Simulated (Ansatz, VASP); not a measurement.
Two plane-wave programs on Al2O3

```
Al O
1.0
     3.01748    0.00000    0.00000
    -1.50874    2.61322    0.00000
     0.00000    0.00000    7.57464
Al O
2 3
Direct
  0.00000 0.00000 0.27795
  0.00000 0.00000 0.72205
  0.33333 0.66667 0.19945
  0.66667 0.33333 0.80055
  0.00000 0.00000 0.50000
```

Alike in both runs: task relaxation of cell and atoms; functional PBEsol; dispersion D3(BJ); k mesh 12 × 12 × 4; no spin polarisation.

|  | VASP | Ansatz |
| --- | --- | --- |
| version | VASP 6.6.1 | Ansatz 0.2.0 |
| potentials or method | VASP PAW PBE potentials, release 64 (Al, O) | plane waves, PAW |
| plane-wave cutoff (eV) | 600 | 420 |
| occupations | gaussian, width 0.01 eV | fixed |
| valence electrons in the cell | 24 | 24 |

|  | VASP | Ansatz | Ansatz less VASP |
| --- | --- | --- | --- |
| relaxed volume (Å³/atom) | 11.15 | 11.22 | +0.070 |
| relaxed cell length with the largest relative difference (Å) | 7.276 | 7.315 | +0.0390 |

VASP's potentials were made for PBE, not for PBEsol.
